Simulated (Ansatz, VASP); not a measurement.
## One calculation of GaN, two programs

File INCAR:

```
  PREC = Accurate
  ENCUT = 1330
  EDIFF = 1E-6
  ISMEAR = -1
  SIGMA = 0.05
  LREAL = F
  LASPH = T
  NELM = 120
  ALGO = Normal
  ISIF = 2
  LWAVE = F
  LCHARG = T
  GGA = B5
  ALDAX = 1.0
  AGGAX = 1.0
  AGGAC = 1.0
  ALDAC = 0.0
  IVDW = 13
  VDW_S6 = 1.0
  VDW_S8 = 2.34076671
  VDW_A1 = 0.44488865
  VDW_A2 = 4.0933009
  LELF = T
  LVHAR = T
  NBANDS = 16
  GGA_COMPAT = F
```

Contents of KPOINTS:

```
Automatic mesh
0
Gamma
  10 10 10
```

POSCAR

```
GaN
1.0
    0.0000000000      2.2535006075      2.2535006075
    2.2535006075      0.0000000000      2.2535006075
    2.2535006075      2.2535006075      0.0000000000
Ga N
1 1
Direct
    0.0000000000      0.0000000000      0.0000000000
    0.2500000000      0.2500000000      0.2500000000
```

File input.yaml:

```yaml
crystal:
  lattice:
    - [0.0, 2.2535006075, 2.2535006075]
    - [2.2535006075, 0.0, 2.2535006075]
    - [2.2535006075, 2.2535006075, 0.0]
  atoms:
    - { symbol: Ga, position: [0.0, 0.0, 0.0] }
    - { symbol: "N", position: [0.25, 0.25, 0.25] }
hamiltonian:
  xc: blyp
  pseudopotentials: { kind: paw }
  dispersion: d4
kpoints:
  mp_grid: { grid: [10, 10, 10] }
scf:
  occupations: { method: fermi_dirac, width: 0.05 }
output:
  forces: true
  stress: true
  eigenvalues: true
  write_density: true
  write_potential: true
  elf: true
  volumetric_format: npy
```

Alike in both runs: task single point; functional BLYP; dispersion D4; k mesh 10 × 10 × 10; occupations fermi-dirac, width 0.05 eV; no spin polarisation.

|  | VASP | Ansatz |
| --- | --- | --- |
| version | VASP 6.6.1 | Ansatz 0.2.0 |
| potentials or method | VASP PAW PBE potentials, release 64 (Ga_d, N_h) | Ansatz PAW |
| plane-wave cutoff (eV) | 1330 | 420 |
| valence electrons in the cell | 18 | 18 |

```tsv
	VASP	Ansatz	Ansatz less VASP
gap on the k mesh at the Fermi level (eV)	1.81	1.82	+0.007
least direct gap on the mesh (eV)	1.81	1.82	+0.007
pressure (GPa)	0.6	-0.9	-1.48
```

VASP's potentials were made for PBE, not for BLYP.
